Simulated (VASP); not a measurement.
# Os (P6_3/mmc) in VASP: a series of runs

Os is run at these levels: PBE; tasks: single point, relaxation of cell and atoms.

Everything below comes from runs of VASP 6.6.1. Logs are shortened: lines on timing, memory, paths and dates and some standing lists are left out, and cuts for length are marked.

**1. The cell of the first run**

Symmetry: P6_3/mmc, No. 194, hexagonal system. The conventional cell has a = 2.755 Å, b = 2.755 Å, c = 4.349 Å, α = 90.00°, β = 90.00°, γ = 120.00°. Os (site symmetry -6m2) has 12 Os at 2.69 to 2.75 Å within 3.6 Å.

**2. Single point, PBE**

Contents of INCAR:

```
  PREC = Accurate
  ENCUT = 520
  EDIFF = 1E-6
  ISMEAR = -1
  SIGMA = 0.15
  LREAL = F
  LASPH = T
  NELM = 60
  ALGO = Normal
  ISIF = 2
  LWAVE = F
  LCHARG = F
  GGA = PE
  NBANDS = 15
```

Contents of KPOINTS:

```
regular mesh
0
Gamma
  18 18 10
```

Contents of POSCAR:

```
Os
1.0
    2.7545062634      0.0000000000      0.0000000000
   -1.3772531317      2.3854723990      0.0000000000
    0.0000000000      0.0000000000      4.3494171542
Os
2
Direct
    0.3333333333      0.6666666667      0.2500000000
    0.6666666667      0.3333333333      0.7500000000
```

Potentials or basis: VASP PAW PBE potentials, release 64 (Os).

Launch:

```sh
cat potpaw_PBE.64/Os/POTCAR > POTCAR
mpirun -np 1 vasp_std > vasp.out
```

OUTCAR:

```text
PREC = Accurate
   ENCUT = 520
   EDIFF = 1E-6
   ISMEAR = -1
   LREAL = F
   LASPH = T
   NELM = 60
   ISIF = 2
   GGA = PE

 ion  position               nearest neighbor table
   1  0.333  0.667  0.250-   2 2.69   2 2.69   2 2.69   2 2.69   2 2.69   2 2.69
   2  0.667  0.333  0.750-   1 2.69   1 2.69   1 2.69   1 2.69   1 2.69   1 2.69

  LATTYP: Found a hexagonal cell.
 ALAT       =     2.7545062634
 C/A-ratio  =     1.5790187926

  Lattice vectors:

 A1 = (   2.7545062634,   0.0000000000,   0.0000000000)
 A2 = (  -1.3772531317,   2.3854723990,   0.0000000000)
 A3 = (   0.0000000000,   0.0000000000,   4.3494171542)

Analysis of symmetry for initial positions (statically):
=====================================================================
 Subroutine PRICEL returns:
 Original cell was already a primitive cell.

 Routine SETGRP: Setting up the symmetry group for a
 hexagonal supercell.

 Subroutine GETGRP returns: Found 24 space group operations
 (whereof 12 operations were pure point group operations)
 out of a pool of 24 trial point group operations.

The static configuration has the point symmetry D_3d.
 The point group associated with its full space group is D_6h.

Analysis of symmetry for dynamics (positions and initial velocities):
=====================================================================
 Subroutine PRICEL returns:
 Original cell was already a primitive cell.

 Routine SETGRP: Setting up the symmetry group for a
 hexagonal supercell.

 Subroutine GETGRP returns: Found 24 space group operations
 (whereof 12 operations were pure point group operations)
 out of a pool of 24 trial point group operations.

The dynamic configuration has the point symmetry D_3d.
 The point group associated with its full space group is D_6h.

 Subroutine INISYM returns: Found 24 space group operations
 (whereof 12 operations are pure point group operations),
 and found     1 'primitive' translations

----------------------------------------------------------------------------------------

                                     Primitive cell

  volume of cell :      28.5791

  direct lattice vectors                    reciprocal lattice vectors
     2.754506263  0.000000000  0.000000000     0.363041469  0.209602090  0.000000000
    -1.377253132  2.385472399  0.000000000     0.000000000  0.419204180  0.000000000
     0.000000000  0.000000000  4.349417154     0.000000000  0.000000000  0.229915863

  length of vectors
     2.754506263  2.754506263  4.349417154     0.419204180  0.419204180  0.229915863

  position of ions in fractional coordinates (direct lattice)
[... 90 lines left out ...]
   NELECT =      16.0000    total number of electrons
   NUPDOWN=      -1.0000    fix difference up-down
   EMIN   =  10.00;   EMAX   =-10.00  energy-range for DOS
   EFERMI =   0.00;   METHOD = LEGACY
   ISMEAR =    -1;   SIGMA  =   0.15  broadening in eV -4-tet -1-fermi 0-gaus
   EFERMI_NEDOS =   21; number of points for ismear=-14 and -15
   IALGO  =     38    algorithm
   IMIX   =      4    mixing-type and parameters
     AMIX     =   0.40;   BMIX     =  1.00
     AMIX_MAG =   1.60;   BMIX_MAG =  1.00
  volume/ion in A,a.u.               =      14.29        96.43
  Fermi-wavevector in a.u.,A,eV,Ry     =   1.349269  2.549748 24.769757  1.820526
  Thomas-Fermi vector in A             =   2.476869
   LORBIT       =      0    0 simple, 1 ext, 2 COOP (PROOUT), +10 PAW based schemes
   GGA     = PE    functional components
   LHFCALC =     F    Hartree Fock is set to
   AEXX    =    0.0000 exact exchange contribution
   IVDW    =     0    specifies the selected vdW correction
   LEPSILON=     F    determine dielectric tensor
   LRPA    =     F    only Hartree local field effects (RPA)
 non-spin polarized calculation
  energy-cutoff  :      520.00
  volume of cell :       28.58
 maximum number of plane-waves:       786
   NGX = 11   NGY = 11   NGZ = 17

 number of electron      16.0000000 magnetization

 Free energy of the ion-electron system (eV)
  ---------------------------------------------------
  ext. energy  EPLUGINS =         0.00000000
  ---------------------------------------------------
  free energy    TOTEN  =       -22.54510972 eV

  energy without entropy =      -22.44987230  energy(sigma->0) =      -22.49749101

 E-fermi :   9.1678     XC(G=0): -13.9350

 val. band max:        9.1596341841   @ k =   0.1667   0.1111   0.3000
 cond. band min:       9.1792712228   @ k =   0.0000   0.0000   0.0000
 fundamental gap:      0.0196370387
 Fermi energy:         9.1677939558

 k-point     1 :       0.0000    0.0000    0.0000
  band No.  band energies     occupation
      1      -1.6031      2.00000
      2       1.5568      2.00000
      3       6.1880      2.00000
      4       6.1880      2.00000
      5       6.4397      2.00000
      6       7.0019      2.00000
      7       7.0019      2.00000
      8       7.6272      1.99993
      9       7.6272      1.99993
     10       9.1793      0.96176
     11      10.7813      0.00004
     12      10.7813      0.00004
     13      17.9759      0.00000
     14      23.1853      0.00000
[... 401 lines left out ...]
      2       2.6183      2.00000
      3       2.9728      2.00000
      4       5.6407      2.00000
      5       5.7044      2.00000
      6       6.5960      2.00000
      7       7.2814      1.99999
      8      10.6789      0.00008
      9      11.0927      0.00001
     10      11.5644      0.00000
     11      12.9277      0.00000
     12      15.8935      0.00000
     13      18.3930      0.00000
     14      19.5027      0.00000
     15      21.1505      0.00000

 [... further k-points ...]

------------------------ aborting loop because EDIFF is reached ----------------------------------------

  FORCE on cell =-STRESS in cart. coord.  units (eV):
  Direction    XX          YY          ZZ          XY          YZ          ZX
  --------------------------------------------------------------------------------------
  -------------------------------------------------------------------------------------
  Total       -0.0208722     -0.0208722     -0.0425941      0.0000000     -0.0000000      0.0000000
  in kB       -1.1701167     -1.1701167     -2.3878693      0.0000000     -0.0000000      0.0000000
  external PRESSURE =      -1.5760342 kB  Pullay stress =       0.0000000 kB

 VOLUME and BASIS-vectors are now :
 -----------------------------------------------------------------------------
  energy-cutoff  :      520.00
  volume of cell :       28.58
      direct lattice vectors                 reciprocal lattice vectors
     2.754506263  0.000000000  0.000000000     0.363041469  0.209602090  0.000000000
    -1.377253132  2.385472399  0.000000000     0.000000000  0.419204180  0.000000000
     0.000000000  0.000000000  4.349417154     0.000000000  0.000000000  0.229915863

 POSITION                                       TOTAL-FORCE (eV/Angst)
 -----------------------------------------------------------------------------------
     -0.00000      1.59031      1.08735        -0.000000      0.000000      0.000000
      1.37725      0.79516      3.26206         0.000000     -0.000000      0.000000
 -----------------------------------------------------------------------------------
    total drift:                               -0.000000      0.000000     -0.000000

  FREE ENERGIE OF THE ION-ELECTRON SYSTEM (eV)
  ---------------------------------------------------
  free  energy   TOTEN  =       -22.5451097246 eV

  energy  without entropy=      -22.4498722982  energy(sigma->0) =      -22.49749101
```

OSZICAR:

```text
N       E                     dE             d eps       ncg     rms          rms(c)
DAV:   1     0.101273455987E+03    0.10127E+03   -0.73943E+03  6660   0.102E+03
DAV:   2    -0.192460472550E+02   -0.12052E+03   -0.10538E+03  6814   0.325E+02
DAV:   3    -0.239430423697E+02   -0.46970E+01   -0.45321E+01  8977   0.561E+01
DAV:   4    -0.239780871028E+02   -0.35045E-01   -0.35005E-01  7269   0.500E+00
DAV:   5    -0.239782838195E+02   -0.19672E-03   -0.19671E-03  9082   0.348E-01    0.222E+01
DAV:   6    -0.228707947721E+02    0.11075E+01   -0.94562E-01  8452   0.828E+00    0.994E+00
DAV:   7    -0.225532497644E+02    0.31755E+00   -0.63325E-01  8627   0.665E+00    0.502E-01
DAV:   8    -0.225479657575E+02    0.52840E-02   -0.62074E-03  6800   0.586E-01    0.332E-01
DAV:   9    -0.225451086489E+02    0.28571E-02   -0.16543E-03  8067   0.402E-01    0.485E-02
DAV:  10    -0.225451328770E+02   -0.24228E-04   -0.70416E-05  8557   0.726E-02    0.102E-02
DAV:  11    -0.225451105979E+02    0.22279E-04   -0.41958E-06  7493   0.215E-02    0.143E-03
DAV:  12    -0.225451097246E+02    0.87334E-06   -0.85941E-08  4639   0.299E-03
   1 F= -.22545110E+02 E0= -.22497491E+02  d E =-.952374E-01
```

Run time: 27 s. Hardware: 1 thread of Intel Xeon 6975P-C (Granite Rapids), shared host; peak memory 0.2 GiB.

What came out:

```yaml
Free_energy: -22.5451 eV
Pressure: -0.2 GPa
Band_gap_on_the_k_mesh: zero (bands 8 and 9 overlap by 3.79 eV)
```

Stress tensor (GPa, compression positive):
```
-0.12  0.00  0.00
 0.00 -0.12  0.00
 0.00  0.00 -0.24
```

Levels at points of the mesh, in eV from the Fermi level:
| k point | band 4 | band 5 | band 6 | band 7 | band 8 | band 9 | band 10 | band 11 | band 12 | band 13 |
| --- | --- | --- | --- | --- | --- | --- | --- | --- | --- | --- |
| (0.00, 0.00, 0.00) | -2.98 | -2.73 | -2.17 | -2.17 | -1.54 | -1.54 | 0.01 | 1.61 | 1.61 | 8.81 |
| (0.50, 0.00, 0.00) | -3.47 | -2.88 | -2.52 | -1.85 | 1.94 | 2.48 | 2.60 | 4.25 | 5.53 | 9.15 |
| (0.00, 0.00, 0.50) | -3.49 | -3.17 | -3.17 | -3.17 | -3.17 | 0.84 | 0.84 | 0.84 | 0.84 | 13.71 |
| (0.50, 0.00, 0.50) | -5.19 | -1.19 | -1.19 | -0.18 | -0.18 | 2.26 | 2.26 | 3.19 | 3.19 | 8.87 |

Caveat: spin-orbit coupling is left out, which moves the levels of the heavy elements.

**3. Relaxation of cell and atoms, PBE**

Contents of INCAR:

```
PREC = Accurate
ENCUT = 600
EDIFF = 1E-6
ISMEAR = -1
SIGMA = 0.15
LREAL = False
LASPH = True
NELM = 60
ALGO = Normal
ISIF = 3
LWAVE = False
LCHARG = False
GGA = PE
IBRION = 2
NSW = 80
EDIFFG = -0.001
```

KPOINTS is that of step 2.

Contents of POSCAR:

```
Os
1.0
    2.7527908585      0.0000000000      0.0000000000
   -1.3763954292      2.3839868147      0.0000000000
    0.0000000000      0.0000000000      4.3508626244
Os
2
Direct
    0.3333333333      0.6666666667      0.2500000000
    0.6666666667      0.3333333333      0.7500000000
```

Potentials or basis: VASP PAW PBE potentials, release 64 (Os).

Launch:

```sh
cat potpaw_PBE.64/Os/POTCAR > POTCAR
mpirun -np 1 vasp_std > vasp.out
```

It took 3 min on 1 thread of Intel Xeon 6975P-C (Granite Rapids), shared host; peak memory 0.24 GiB.

The run converged. Its results:

```yaml
Free_energy: -22.5468 eV
Relaxed_volume: 14.29 Å³/atom
Relaxed_cell: a = 2.755 Å, b = 2.755 Å, c = 4.349 Å, α = 90.00°, β = 90.00°, γ = 120.00°
Space_group_after_relaxing_to_0.1_Å: P6_3/mmc (No. 194)
Energy_gained_by_relaxing: 0.0 meV/atom
Ionic_steps: 24
Pressure_after_relaxing: 0.0 GPa
Band_gap_on_the_k_mesh: zero (bands 8 and 9 overlap by 3.79 eV)
```

Final structure:
```yaml
crystal:
  lattice:
    - [2.75462, 0.00000, 0.00000]
    - [-1.37731, 2.38557, 0.00000]
    - [0.00000, 0.00000, 4.34889]
  atoms:
    - { symbol: Os, position: [0.33333, 0.66667, 0.25000] }
    - { symbol: Os, position: [0.66667, 0.33333, 0.75000] }
```

Levels at points of the mesh, in eV from the Fermi level:
```
           k point  band 5  band 6  band 7  band 8  band 9  band 10  band 11  band 12
(0.00, 0.00, 0.00)   -2.73   -2.17   -2.17   -1.54   -1.54     0.01     1.61     1.61
(0.50, 0.00, 0.00)   -2.88   -2.52   -1.85    1.94    2.48     2.60     4.25     5.53
(0.00, 0.00, 0.50)   -3.17   -3.17   -3.17   -3.17    0.84     0.84     0.84     0.84
(0.50, 0.00, 0.50)   -1.19   -1.19   -0.18   -0.18    2.26     2.26     3.19     3.19
```

Caveat: spin-orbit coupling is left out, which moves the levels of the heavy elements.

The gap in the log of VASP goes by the Fermi energy; the results here count the filled bands.